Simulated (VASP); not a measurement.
# Zr (P6_3/mmc) in VASP: further runs

Zr is run at these levels: PBE; tasks: single point.

Program: VASP 6.6.1. These are calculated values, not measurements. Logs are shortened: lines on timing, memory, paths and dates and some standing lists are left out, and cuts for length are marked.

### Step 1. The cell of the first run

Symmetry: P6_3/mmc, No. 194, hexagonal system. Conventional cell: a = 2.751 Å, b = 2.751 Å, c = 4.854 Å, α = 90.00°, β = 90.00°, γ = 120.00°. Zr (site symmetry -6m2) has 12 Zr at 2.75 to 2.90 Å within 3.6 Å.

### Step 2. Single point, PBE

INCAR reads:

```
PREC = Accurate ; ENCUT = 520
EDIFF = 1E-6 ; ISMEAR = -1
SIGMA = 0.05 ; LREAL = F
LASPH = T ; NELM = 60
ALGO = Normal ; ISIF = 2
LWAVE = F ; LCHARG = T
GGA = PE ; LELF = T
LVHAR = T ; NBANDS = 19
```

KPOINTS reads:

```
regular mesh
0
Gamma
  15 15 8
```

POSCAR reads:

```
Zr
1.0
    2.7505333515      0.0000000000      0.0000000000
   -1.3752666757      2.3820317563      0.0000000000
    0.0000000000      0.0000000000      4.8541728489
Zr
2
Direct
    0.3333333333      0.6666666667      0.2500000000
    0.6666666667      0.3333333333      0.7500000000
```

Potentials or basis: VASP PAW PBE potentials, release 64 (Zr_sv).

Launch:

```bash
cat potpaw_PBE.64/Zr_sv/POTCAR > POTCAR
mpirun -np 1 vasp_std > vasp.out
```

OUTCAR:

```text
PREC = Accurate
   ENCUT = 520
   EDIFF = 1E-6
   ISMEAR = -1
   LREAL = F
   LASPH = T
   NELM = 60
   ISIF = 2
   GGA = PE

 ion  position               nearest neighbor table
   1  0.333  0.667  0.250-   2 2.90   2 2.90   2 2.90   2 2.90   2 2.90   2 2.90
   2  0.667  0.333  0.750-   1 2.90   1 2.90   1 2.90   1 2.90   1 2.90   1 2.90

  LATTYP: Found a hexagonal cell.
 ALAT       =     2.7505333515
 C/A-ratio  =     1.7648114851

  Lattice vectors:

 A1 = (   2.7505333515,   0.0000000000,   0.0000000000)
 A2 = (  -1.3752666757,   2.3820317563,   0.0000000000)
 A3 = (   0.0000000000,   0.0000000000,   4.8541728489)

Analysis of symmetry for initial positions (statically):
=====================================================================
 Subroutine PRICEL returns:
 Original cell was already a primitive cell.

 Routine SETGRP: Setting up the symmetry group for a
 hexagonal supercell.

 Subroutine GETGRP returns: Found 24 space group operations
 (whereof 12 operations were pure point group operations)
 out of a pool of 24 trial point group operations.

The static configuration has the point symmetry D_3d.
 The point group associated with its full space group is D_6h.

Analysis of symmetry for dynamics (positions and initial velocities):
=====================================================================
 Subroutine PRICEL returns:
 Original cell was already a primitive cell.

 Routine SETGRP: Setting up the symmetry group for a
 hexagonal supercell.

 Subroutine GETGRP returns: Found 24 space group operations
 (whereof 12 operations were pure point group operations)
 out of a pool of 24 trial point group operations.

The dynamic configuration has the point symmetry D_3d.
 The point group associated with its full space group is D_6h.

 Subroutine INISYM returns: Found 24 space group operations
 (whereof 12 operations are pure point group operations),
 and found     1 'primitive' translations

----------------------------------------------------------------------------------------

                                     Primitive cell

  volume of cell :      31.8039

  direct lattice vectors                    reciprocal lattice vectors
     2.750533352  0.000000000  0.000000000     0.363565851  0.209904842  0.000000000
    -1.375266676  2.382031756  0.000000000     0.000000000  0.419809684  0.000000000
     0.000000000  0.000000000  4.854172849     0.000000000  0.000000000  0.206008321

  length of vectors
     2.750533352  2.750533351  4.854172849     0.419809684  0.419809684  0.206008321

  position of ions in fractional coordinates (direct lattice)
     0.333333333  0.666666667  0.250000000
     0.666666667  0.333333333  0.750000000

  ion indices of the primitive-cell ions
   primitive index   ion index
                 1           1
                 2           2

----------------------------------------------------------------------------------------

 KPOINTS: regular mesh

Automatic generation of k-mesh.
 Grid dimensions read from file:
 generate k-points for:   15   15    8

 Generating k-lattice:

  Cartesian coordinates                     Fractional coordinates (reciprocal lattice)
     0.024237723  0.013993656  0.000000000     0.066666667  0.000000000  0.000000000
     0.000000000  0.027987312  0.000000000     0.000000000  0.066666667  0.000000000
     0.000000000  0.000000000  0.025751040     0.000000000  0.000000000  0.125000000

  Length of vectors
     0.027987312  0.027987312  0.025751040

  Shift w.r.t. Gamma in fractional coordinates (k-lattice)
     0.000000000  0.000000000  0.000000000

 Subroutine IBZKPT returns following result:
 ===========================================

 Found    135 irreducible k-points:

 Following reciprocal coordinates:
            Coordinates               Weight
  0.000000  0.000000  0.000000      1.000000
  0.066667  0.000000  0.000000      6.000000
  0.133333  0.000000  0.000000      6.000000
  0.200000  0.000000  0.000000      6.000000
  0.266667  0.000000  0.000000      6.000000
  0.333333 -0.000000  0.000000      6.000000
[... 16 lines left out ...]
  0.333333  0.200000  0.000000     12.000000
  0.400000  0.200000  0.000000      6.000000
 [... further k-points ...]
   k-points           NKPTS =    135   k-points in BZ     NKDIM =    135   number of bands    NBANDS=     19
   number of dos      NEDOS =    301   number of ions     NIONS =      2
   total plane-waves  NPLWV =  14400
   dimension x,y,z NGX =    20 NGY =   20 NGZ =   36
   dimension x,y,z NGXF=    40 NGYF=   40 NGZF=   72
   ions per type =               2
   NGX,Y,Z   is equivalent  to a cutoff of  12.09, 12.09, 12.33 a.u.
   NGXF,Y,Z  is equivalent  to a cutoff of  24.18, 24.18, 24.66 a.u.
 SYSTEM =  unknown system
   PREC   = accura    normal or accurate (medium, high low for compatibility)
   ISTART =      0    job   : 0-new  1-cont  2-samecut
   ICHARG =      2    charge: 1-file 2-atom 10-const
   ISPIN  =      1    spin polarized calculation?
   LNONCOLLINEAR =      F non collinear calculations
   LSORBIT =      F    spin-orbit coupling
   LASPH  =      T    aspherical Exc in radial PAW
   ENCUT  =  520.0 eV  38.22 Ry    6.18 a.u.   5.11  5.11  9.03*2*pi/ulx,y,z
   NELM   =     60;   NELMIN=  2; NELMDL= -5     # of ELM steps
   EDIFF  = 0.1E-05   stopping-criterion for ELM
   LREAL  =      F    real-space projection
   EDIFFG = 0.1E-04   stopping-criterion for IOM
   NSW    =      0    number of steps for IOM
   IBRION =     -1    ionic relax: 0-MD 1-quasi-New 2-CG
   NFREE  =      0    steps in history (QN), initial steepest desc. (CG)
   ISIF   =      2    stress and relaxation
   ISYM   =      2    0-nonsym 1-usesym 2-fastsym
   POTIM  = 0.5000    time-step for ionic-motion
   TEBEG  =    0.0;   TEEND  =   0.0 temperature during run
   PSTRESS=    0.0 pullay stress
   NELECT =      24.0000    total number of electrons
   NUPDOWN=      -1.0000    fix difference up-down
   EMIN   =  10.00;   EMAX   =-10.00  energy-range for DOS
   EFERMI =   0.00;   METHOD = LEGACY
   ISMEAR =    -1;   SIGMA  =   0.05  broadening in eV -4-tet -1-fermi 0-gaus
   EFERMI_NEDOS =   21; number of points for ismear=-14 and -15
   IALGO  =     38    algorithm
   IMIX   =      4    mixing-type and parameters
     AMIX     =   0.40;   BMIX     =  1.00
     AMIX_MAG =   1.60;   BMIX_MAG =  1.00
  volume/ion in A,a.u.               =      15.90       107.31
  Fermi-wavevector in a.u.,A,eV,Ry     =   1.490454  2.816550 30.224719  2.221454
  Thomas-Fermi vector in A             =   2.603234
   LORBIT       =      0    0 simple, 1 ext, 2 COOP (PROOUT), +10 PAW based schemes
   GGA     = PE    functional components
   LHFCALC =     F    Hartree Fock is set to
   AEXX    =    0.0000 exact exchange contribution
   IVDW    =     0    specifies the selected vdW correction
   LEPSILON=     F    determine dielectric tensor
   LRPA    =     F    only Hartree local field effects (RPA)
 non-spin polarized calculation
  energy-cutoff  :      520.00
  volume of cell :       31.80
 maximum number of plane-waves:       870
   NGX = 11   NGY = 11   NGZ = 19

 number of electron      24.0000000 magnetization

 Free energy of the ion-electron system (eV)
  ---------------------------------------------------
  ext. energy  EPLUGINS =         0.00000000
  ---------------------------------------------------
  free energy    TOTEN  =       -14.74379356 eV

  energy without entropy =      -14.73313844  energy(sigma->0) =      -14.73846600

 E-fermi :  13.7973     XC(G=0): -12.9404

 val. band max:       13.7785341624   @ k =   0.1333   0.0667   0.3750
 cond. band min:      13.8009301611   @ k =   0.1333   0.0667   0.2500
 fundamental gap:      0.0223959988
 Fermi energy:        13.7972563395

 k-point     1 :       0.0000    0.0000    0.0000
  band No.  band energies     occupation
      1     -34.6313      2.00000
      2     -34.1659      2.00000
      3     -13.8508      2.00000
      4     -11.2933      2.00000
      5     -11.1715      2.00000
      6     -11.1715      2.00000
[... 11 lines left out ...]
     18      17.8577      0.00000
     19      20.6256      0.00000

 k-point     2 :       0.0667    0.0000    0.0000
  band No.  band energies     occupation
      1     -34.6055      2.00000
      2     -34.1481      2.00000
      3     -13.8098      2.00000
      4     -11.3069      2.00000
      5     -11.2983      2.00000
      6     -11.2082      2.00000
[... 11 lines left out ...]
     18      17.6464      0.00000
     19      20.7603      0.00000

 k-point     3 :       0.1333    0.0000    0.0000
  band No.  band energies     occupation
      1     -34.5314      2.00000
      2     -34.0978      2.00000
      3     -13.6899      2.00000
      4     -11.6814      2.00000
      5     -11.4341      2.00000
      6     -11.3155      2.00000
[... 11 lines left out ...]
     18      17.1525      0.00000
     19      21.0308      0.00000

 k-point     4 :       0.2000    0.0000    0.0000
  band No.  band energies     occupation
      1     -34.4186      2.00000
      2     -34.0242      2.00000
      3     -13.5013      2.00000
      4     -12.2132      2.00000
      5     -11.9443      2.00000
      6     -11.4472      2.00000
[... 11 lines left out ...]
     18      17.4544      0.00000
     19      21.2612      0.00000

 k-point     5 :       0.2667    0.0000    0.0000
  band No.  band energies     occupation
      1     -34.2825      2.00000
      2     -33.9415      2.00000
      3     -13.2612      2.00000
      4     -12.7966      2.00000
      5     -12.4948      2.00000
      6     -11.5989      2.00000
[... 11 lines left out ...]
     18      18.6835      0.00000
     19      21.3912      0.00000
[... 334 lines left out ...]
      2     -33.8487      2.00000
      3     -13.0964      2.00000
      4     -13.0331      2.00000
      5     -12.9295      2.00000
      6     -11.9697      2.00000
[... 11 lines left out ...]
     18      20.4217      0.00000
     19      21.6832      0.00000

 k-point    22 :       0.2667    0.2000    0.0000
  band No.  band energies     occupation
      1     -33.9953      2.00000
      2     -33.8011      2.00000
      3     -13.4016      2.00000
      4     -13.2104      2.00000
      5     -12.6824      2.00000
      6     -12.2378      2.00000
[... 11 lines left out ...]
     18      20.7058      0.00000
     19      23.2671      0.00000

 k-point    23 :       0.3333    0.2000    0.0000
  band No.  band energies     occupation
      1     -33.9072      2.00000
      2     -33.7781      2.00000
      3     -13.6084      2.00000
      4     -13.2960      2.00000
      5     -12.4606      2.00000
      6     -12.4540      2.00000
[... 11 lines left out ...]
     18      20.7833      0.00000
     19      24.3194      0.00000

 k-point    24 :       0.4000    0.2000    0.0000
  band No.  band energies     occupation
      1     -33.8705      2.00000
      2     -33.7752      2.00000
      3     -13.6807      2.00000
      4     -13.3189      2.00000
      5     -12.5384      2.00000
      6     -12.3533      2.00000
[... 11 lines left out ...]
     18      20.5813      0.00000
     19      24.5555      0.00000

 [... further k-points ...]
[... 5 lines left out ...]
  --------------------------------------------------------------------------------------
  -------------------------------------------------------------------------------------
  Total       12.6303685     12.6303685     12.6129789      0.0000000      0.0000000      0.0000000
  in kB      636.2779953    636.2779953    635.4019612      0.0000000      0.0000000      0.0000000
  external PRESSURE =     635.9859840 kB  Pullay stress =       0.0000000 kB

 VOLUME and BASIS-vectors are now :
 -----------------------------------------------------------------------------
  energy-cutoff  :      520.00
  volume of cell :       31.80
      direct lattice vectors                 reciprocal lattice vectors
     2.750533352  0.000000000  0.000000000     0.363565851  0.209904842  0.000000000
    -1.375266676  2.382031756  0.000000000     0.000000000  0.419809684  0.000000000
     0.000000000  0.000000000  4.854172849     0.000000000  0.000000000  0.206008321

 POSITION                                       TOTAL-FORCE (eV/Angst)
 -----------------------------------------------------------------------------------
     -0.00000      1.58802      1.21354         0.000000     -0.000000      0.000000
      1.37527      0.79401      3.64063        -0.000000      0.000000      0.000000
 -----------------------------------------------------------------------------------
    total drift:                                0.000000     -0.000000      0.000000

  FREE ENERGIE OF THE ION-ELECTRON SYSTEM (eV)
  ---------------------------------------------------
  free  energy   TOTEN  =       -14.7437935559 eV

  energy  without entropy=      -14.7331384372  energy(sigma->0) =      -14.73846600
```

It took 60 s on 1 thread of Intel Xeon Platinum 8259CL at 2.50GHz (Skylake/Cascade Lake), shared host; peak memory 0.18 GiB.

Results:

- Free energy: -14.7438 eV
- Pressure: 63.6 GPa
- Band gap on the k mesh: zero (band 12 reaches 14.94 eV, above the bottom of band 13 at 13.46 eV)

Levels at points of the mesh, in eV from the Fermi level:
```tsv
k point	band 8	band 9	band 10	band 11	band 12	band 13	band 14	band 15	band 16	band 17
(0.00, 0.00, 0.00)	-24.73	-5.65	-3.74	-0.11	1.14	1.14	1.93	1.93	2.61	4.06
(0.00, 0.00, 0.50)	-24.85	-3.72	-3.72	-0.33	-0.33	1.21	1.21	1.21	1.21	6.06
```

### Step 3. Single point, PBE

INCAR reads:

```
PREC = Accurate
ENCUT = 520
EDIFF = 1E-7
ISMEAR = -1
SIGMA = 0.05
LREAL = False
LASPH = True
NELM = 60
ALGO = Normal
ISIF = 2
LWAVE = False
LCHARG = False
GGA = PE
NBANDS = 19
```

KPOINTS is that of step 2.

POSCAR reads:

```
Zr
1.0
    2.7505333515      0.0000000000      0.0000000000
   -1.3752666758      2.3820317564      0.0000000000
    0.0000000000      0.0000000000      4.8541728489
Zr
2
Direct
    0.3333333333      0.6666666667      0.2500000000
    0.6666666667      0.3333333333      0.7500000000
```

Potentials or basis: VASP PAW PBE potentials, release 64 (Zr_sv).

Launch:

```bash
cat potpaw_PBE.64/Zr_sv/POTCAR > POTCAR
mpirun -np 1 vasp_std > vasp.out
```

Wall time 62 s (1 thread of Intel Xeon Platinum 8259CL at 2.50GHz (Skylake/Cascade Lake), shared host); peak memory 0.19 GiB.

The run converged. Its results:

| Quantity | Value |
| --- | --- |
| Free energy | -14.7438 eV |
| Pressure | 63.6 GPa |
| Band gap on the k mesh | zero (band 12 reaches 14.94 eV, above the bottom of band 13 at 13.46 eV) |

Stress tensor (GPa, compression positive):
```
63.66  0.00  0.00
 0.00 63.66  0.00
 0.00  0.00 63.56
```

Levels at points of the mesh, in eV from the Fermi level:
| k point | band 8 | band 9 | band 10 | band 11 | band 12 | band 13 | band 14 | band 15 | band 16 | band 17 |
| --- | --- | --- | --- | --- | --- | --- | --- | --- | --- | --- |
| (0.00, 0.00, 0.00) | -24.73 | -5.65 | -3.74 | -0.11 | 1.14 | 1.14 | 1.93 | 1.93 | 2.61 | 4.06 |
| (0.00, 0.00, 0.50) | -24.85 | -3.72 | -3.72 | -0.33 | -0.33 | 1.21 | 1.21 | 1.21 | 1.21 | 6.06 |

(Part 1 of 2 ends here.)
